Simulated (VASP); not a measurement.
# Ta18N17 (a cell with a defect) in VASP: further runs, part 2 of 2

VASP 6.6.1. Earlier steps stand in the parts before.

## 4. Single point, PBEsol

INCAR reads:

```
PREC = Accurate
ENCUT = 520
EDIFF = 1E-7
ISMEAR = 1
SIGMA = 0.1
LREAL = Auto
LASPH = True
NELM = 60
ALGO = Normal
ISIF = 2
LWAVE = False
LCHARG = False
GGA = PS
NBANDS = 164
```

KPOINTS reads:

```
regular mesh
0
Gamma
  1 1 1
```

POSCAR reads:

```
Ta18N17
1.0
    7.7675072900      4.4845723700      0.0000000000
   -7.7675072400      4.4845724600      0.0000000000
    0.0000000000      0.0000000000      5.7917586500
Ta N
18 17
Direct
   -0.0011056591      0.0009370812     -0.0004079935
    0.3352141222      0.6645371518     -0.0004751579
    0.6649024076      0.3348861118     -0.0005235025
    0.0008953225      0.6672013638      0.2498116872
    0.3351571831      0.3364731801      0.2474968462
    0.6645376053     -0.0022599665      0.2497631699
    0.0021006389      0.3352860381      0.2497787093
    0.3325908633     -0.0011131041      0.2498244639
    0.6632761028      0.6645552820      0.2476018230
   -0.0015405184      0.0013507567      0.4995603537
    0.3405609481      0.6592335854      0.4994733335
    0.6643866839      0.3353741851      0.4995201242
    0.0009167517      0.6672432629      0.7492634383
    0.3351987913      0.3365386055      0.7514372167
    0.6645522168     -0.0022496035      0.7492919271
    0.0020907228      0.3352810141      0.7492905458
    0.3325987298     -0.0010986719      0.7492606758
    0.6633338160      0.6646177586      0.7515095609
    0.1299097976      0.8699052465     -0.0004288853
    0.4661415932      0.5337352249     -0.0004887980
    0.7965516590      0.2032926097     -0.0004582373
    0.0727317734      0.5364783645     -0.0004535755
    0.4021758620      0.1997461852     -0.0004931145
    0.7377271584      0.8677817571     -0.0004130006
    0.1320399776      0.2621021681     -0.0004779205
    0.4633289835      0.9270298739     -0.0004342377
    0.8000551820      0.5975826369     -0.0004148999
    0.1301467498      0.8697048640      0.4995615624
    0.7976614375      0.2021899668      0.4995867706
    0.0781645661      0.5413069737      0.4995399800
    0.4014473595      0.2016275290      0.4995335916
    0.7345950987      0.8657313829      0.4995520661
    0.1341201307      0.2652247406      0.4995356635
    0.4585058843      0.9216152078      0.4995292751
    0.7981632052      0.5982495248      0.4995548287
```

Command:

```bash
cat potpaw_PBE.64/Ta_pv/POTCAR potpaw_PBE.64/N/POTCAR > POTCAR
mpirun -np 1 vasp_gam > vasp.out
```

Wall time 5.5 min (1 thread of Intel Xeon 8259CL, shared host); peak memory 0.51 GiB.

It converged, with:

| Quantity | Value |
| --- | --- |
| Free energy | -423.0013 eV |
| Pressure | -4.6 GPa |
| Largest force | 0.046 eV/Å |
| Band gap on the k mesh | zero (an odd number of electrons rules out a gap without spin polarisation) |

Forces on the atoms (eV/Å):
```
Ta  -0.005 -0.003 -0.004
Ta  -0.013  0.007  0.000
Ta  -0.004 -0.001  0.006
Ta   0.011  0.009  0.006
Ta  -0.014  0.032  0.031
Ta   0.004 -0.001  0.008
Ta  -0.002 -0.001  0.004
Ta   0.008 -0.004  0.001
Ta  -0.022 -0.019  0.026
Ta  -0.002  0.002  0.000
Ta   0.039 -0.001  0.004
Ta   0.019 -0.002  0.002
Ta   0.014  0.003 -0.001
Ta  -0.012  0.027 -0.021
Ta   0.003 -0.006  0.000
Ta  -0.003  0.002 -0.003
Ta   0.011 -0.006 -0.001
Ta  -0.021 -0.023 -0.025
N   -0.003  0.000 -0.002
N    0.015 -0.009  0.000
N   -0.010 -0.001 -0.001
N    0.002  0.008 -0.002
N   -0.007 -0.009 -0.001
N    0.007 -0.009 -0.002
N    0.005  0.008 -0.003
N   -0.003 -0.007 -0.004
N   -0.009  0.010 -0.004
N   -0.008 -0.005 -0.002
N   -0.015 -0.003 -0.006
N    0.007  0.012  0.000
N    0.007  0.007 -0.002
N    0.005  0.000 -0.002
N   -0.004 -0.005 -0.002
N    0.003 -0.008  0.000
N   -0.004  0.000 -0.001
```

Stress tensor (GPa, compression positive):
```
  2.29   0.00   0.00
  0.00   3.33   0.01
  0.00   0.01 -19.45
```

Levels at points of the mesh, in eV from the Fermi level:
| k point | band 138 | band 139 | band 140 | band 141 | band 142 | band 143 | band 144 | band 145 | band 146 | band 147 |
| --- | --- | --- | --- | --- | --- | --- | --- | --- | --- | --- |
| (0.00, 0.00, 0.00) | -1.78 | -1.60 | -1.22 | -1.04 | 0.00 | 0.50 | 0.62 | 0.62 | 0.67 | 1.39 |

Caveat: the k points lie up to 1.08 Å⁻¹ apart, too coarse for converged energies and pressures of a metal; the PAW data sets were made with another functional, which shifts forces and pressure a little; spin-orbit coupling is left out, which moves the levels of the heavy elements.

## 5. Single point, PBEsol

INCAR reads:

```
PREC     = Accurate       # precision mode
ENCUT    = 520            # plane-wave cutoff, eV
EDIFF    = 1E-7           # SCF threshold, eV
ISMEAR   = 1              # smearing method
SIGMA    = 0.1            # smearing width, eV
LREAL    = Auto         
LASPH    = T              # aspherical terms in the spheres
NELM     = 60             # most SCF steps
ALGO     = Normal         # electronic algorithm
ISIF     = 2              # what is computed and relaxed
LWAVE    = F              # write WAVECAR
LCHARG   = T              # write CHGCAR
GGA      = PS             # functional
LELF     = T              # ELF
LVHAR    = T            
NBANDS   = 164            # bands
```

KPOINTS reads:

```
Automatic mesh
0
Gamma
  1 1 1
```

POSCAR reads:

```
Ta18N17
1.0
    7.7675072900      4.4845723700      0.0000000000
   -7.7675072400      4.4845724600      0.0000000000
    0.0000000000      0.0000000000      5.7917586500
Ta N
18 17
Direct
    0.0032801581      0.0008281488     -0.0004218063
    0.3352571011      0.6667871451     -0.0004628991
    0.6624820588      0.3304134958     -0.0004021231
   -0.0005312702      0.6647225674      0.2498192842
    0.3345133712      0.3305032065      0.2475866290
    0.6664120963      0.0011547870      0.2497932126
   -0.0005307679      0.3331089597      0.2498337875
    0.3345022103      0.0023417238      0.2475876649
    0.6664349045      0.6636167589      0.2497940759
    0.0041896457      0.0012802181      0.4995655335
    0.3360984652      0.6672085546      0.4995220234
    0.6519149742      0.3251262260      0.4996095616
   -0.0005126751      0.6647490157      0.7492736252
    0.3345654612      0.3305291620      0.7514976474
    0.6664359852      0.0011574335      0.7493114376
   -0.0005079826      0.3331144937      0.7492836394
    0.3345310058      0.0023584176      0.7515104242
    0.6664435868      0.6636406326      0.7493214518
    0.1307476856      0.8655782857     -0.0004585826
    0.4633019268      0.5336990318     -0.0004463238
    0.7969018213      0.2024017047     -0.0004388995
    0.0732180363      0.5357889606     -0.0004661796
    0.4007684333      0.1995469948     -0.0004440793
    0.7400982772      0.8692417728     -0.0004356190
    0.1307491451      0.2635495372     -0.0004332018
    0.4632602060      0.9279087621     -0.0004815463
    0.7969036614      0.5928381986     -0.0004392448
    0.1332526589      0.8675016052      0.4995396346
    0.7963222227      0.2071781359      0.4995733032
    0.0727743983      0.5355701052      0.4995515481
    0.4643215607      0.5316199882      0.4995451597
    0.7378058646      0.8680794524      0.4995589725
    0.1332786715      0.2641447235      0.4995534474
    0.4643087286      0.9310305367      0.4995339369
    0.7963229485      0.5874698493      0.4995643249
```

Potentials or basis: VASP PAW PBE potentials, release 64 (Ta_pv, N).

Command:

```bash
cat potpaw_PBE.64/Ta_pv/POTCAR potpaw_PBE.64/N/POTCAR > POTCAR
mpirun -np 1 vasp_gam > vasp.out
```

OUTCAR:

```text
PREC = Accurate
   ENCUT = 520
   EDIFF = 1E-7
   ISMEAR = 1
   LREAL = Auto
   LASPH = T
   NELM = 60
   ISIF = 2
   GGA = PS

 ion  position               nearest neighbor table
   1  0.003  0.001  1.000-  19 2.04  25 2.04  24 2.04  10 2.90  10 2.90   5 3.29   8 3.29  17 3.29
                            14 3.29   7 3.33  16 3.33   4 3.33  13 3.33  15 3.35  18 3.35   9 3.35
   2  0.335  0.667  1.000-  26 2.03  20 2.03  22 2.04  11 2.90  11 2.90  18 3.32   6 3.32   9 3.32
                            15 3.32  16 3.33   7 3.33  13 3.33   4 3.33  14 3.34   5 3.34  17 3.34
[... 448 lines left out ...]
  in kB       30.8160591     25.5369393   -194.5664247     -4.5884572      0.0033633      0.0002884
  external PRESSURE =     -46.0711421 kB  Pullay stress =       0.0000000 kB

 VOLUME and BASIS-vectors are now :
 -----------------------------------------------------------------------------
  energy-cutoff  :      520.00
  volume of cell :      403.50
      direct lattice vectors                 reciprocal lattice vectors
     7.767507290  4.484572370  0.000000000     0.064370716  0.111493349  0.000000000
    -7.767507240  4.484572460  0.000000000    -0.064370715  0.111493350  0.000000000
     0.000000000  0.000000000  5.791758650     0.000000000  0.000000000  0.172659128

 POSITION                                       TOTAL-FORCE (eV/Angst)
 -----------------------------------------------------------------------------------
      0.01905      0.01842      5.78932         0.002820      0.002615     -0.001932
     -2.57516      4.49374      5.78908        -0.002032     -0.001489      0.000803
      2.57935      4.45271      5.78943         0.007795      0.011166     -0.001124
      2.60014      7.46319      1.44689         0.000999     -0.002697      0.003399
      0.03115      2.98231      1.43396         0.028505     -0.001332      0.026514
      5.16739      2.99375      1.44674        -0.000788     -0.000685      0.002520
[... 27 lines left out ...]
     -3.62527      6.25750      2.89318        -0.000132      0.004052      0.001348
      1.62227      6.20572      2.89336         0.002677     -0.006785     -0.000398
 -----------------------------------------------------------------------------------
    total drift:                               -0.000037     -0.000926      0.001324

  FREE ENERGIE OF THE ION-ELECTRON SYSTEM (eV)
  ---------------------------------------------------
  free  energy   TOTEN  =      -423.0013669508 eV

  energy  without entropy=     -422.9731574716  energy(sigma->0) =     -422.99196379
```

Run time: 6.2 min. Hardware: 1 thread of Intel Xeon 8259CL, shared host; peak memory 0.51 GiB.

Results:

```
Free energy            : -423.0014 eV
Pressure               : -4.6 GPa
Largest force          : 0.055 eV/Å
Band gap on the k mesh : zero (an odd number of electrons rules out a gap without spin polarisation)
```

Forces in eV/Å, atoms in the order of the input:
```
Ta   0.003  0.003 -0.002
Ta  -0.002 -0.001  0.001
Ta   0.008  0.011 -0.001
Ta   0.001 -0.003  0.003
Ta   0.029 -0.001  0.027
Ta  -0.001 -0.001  0.003
Ta  -0.003 -0.002  0.002
Ta  -0.016  0.024  0.026
Ta   0.000 -0.001  0.004
Ta  -0.008 -0.013 -0.001
Ta  -0.004 -0.002  0.002
Ta  -0.028 -0.048 -0.002
Ta   0.001 -0.006 -0.003
Ta   0.026 -0.006 -0.024
Ta  -0.004 -0.003 -0.002
Ta  -0.004 -0.003 -0.002
Ta  -0.017  0.024 -0.028
Ta   0.003 -0.004 -0.003
N    0.010  0.005  0.001
N    0.009 -0.012 -0.001
N    0.002  0.001  0.000
N   -0.001  0.000  0.001
N   -0.009 -0.013  0.000
N    0.003 -0.001  0.000
N    0.003  0.013 -0.001
N   -0.013  0.005  0.002
N   -0.002  0.003 -0.001
N    0.010  0.006  0.001
N   -0.010  0.001 -0.001
N    0.003  0.004  0.000
N    0.005  0.004  0.000
N    0.004  0.008 -0.001
N    0.002  0.009  0.001
N    0.000  0.004  0.001
N    0.003 -0.007  0.000
```

Levels at points of the mesh, in eV from the Fermi level:
```csv
k point,band 138,band 139,band 140,band 141,band 142,band 143,band 144,band 145
"(0.00, 0.00, 0.00)",-1.78,-1.60,-1.22,-1.04,0.00,0.50,0.62,0.62
```

Caveat: the k points lie up to 1.08 Å⁻¹ apart, too coarse for converged energies and pressures of a metal; the PAW data sets were made with another functional, which shifts forces and pressure a little; spin-orbit coupling is left out, which moves the levels of the heavy elements.
